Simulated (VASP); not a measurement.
A run of VASP 6.6.1 is set up as follows.

File INCAR:

```
PREC     = Accurate       # precision mode
ENCUT    = 520            # plane-wave cutoff, eV
EDIFF    = 1E-7           # SCF threshold, eV
ISMEAR   = -1             # smearing method
SIGMA    = 0.05           # smearing width, eV
LREAL    = False          # projectors in reciprocal space
LASPH    = True           # aspherical terms in the spheres
NELM     = 80             # most SCF steps
ALGO     = Normal         # electronic algorithm
ISIF     = 2              # what is computed and relaxed
LWAVE    = False          # write WAVECAR
LCHARG   = False          # write CHGCAR
NBANDS   = 18             # bands
```

Contents of KPOINTS:

```
regular mesh
0
Gamma
  7 7 7
```

POSCAR

```
BiTe
1.0
    2.3899644647      1.3798466271      3.2724581889
   -2.3899644647      1.3798466271      3.2724581889
    0.0000000000     -2.7596932542      3.2724581889
Bi Te
1 1
Direct
    0.5000000000      0.5000000000      0.5000000000
    0.0000000000      0.0000000000      0.0000000000
```

Potentials or basis: VASP PAW LDA potentials, release 64 (Bi_d, Te).

The run is started by

```console
$ cat potpaw_LDA.64/Bi_d/POTCAR potpaw_LDA.64/Te/POTCAR > POTCAR
$ mpirun -np 1 vasp_std > vasp.out
```

(1) Estimate the pressure.

Results:

(1) -1.4 GPa.
